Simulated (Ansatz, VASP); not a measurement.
# One calculation of GaP, two programs

```
CELL_PARAMETERS angstrom
0.00000 2.72525 2.72525
2.72525 0.00000 2.72525
2.72525 2.72525 0.00000
ATOMIC_POSITIONS crystal
Ga 0.00000 0.00000 0.00000
P 0.25000 0.25000 0.25000
```

Alike in both runs: task relaxation of cell and atoms; functional revPBE; k mesh 7 × 7 × 7; no spin polarisation.

|  | VASP | Ansatz |
| --- | --- | --- |
| version | VASP 6.6.1 | Ansatz 0.2.0 |
| potentials or method | VASP PAW PBE potentials, release 64 (Ga_d, P) | plane waves, PAW |
| plane-wave cutoff (eV) | 600 | 420 |
| occupations | gaussian, width 0.01 eV | fixed |
| valence electrons in the cell | 18 | 18 |

VASP gave:

```
gap on the k mesh at the Fermi level, each at its own relaxed structure (eV) : 1.52
relaxed volume (Å³/atom)                                                     : 21.26
relaxed cell length with the largest relative difference (Å)                 : 3.917
```

Task: Which values does Ansatz return?

Result: gap on the k mesh at the Fermi level, each at its own relaxed structure (eV): 1.52; relaxed volume (Å³/atom): 21.27; relaxed cell length with the largest relative difference (Å): 3.918.

VASP's potentials were made for PBE, not for revPBE. Ansatz's warnings: force scf threshold loose, stress scf threshold loose.
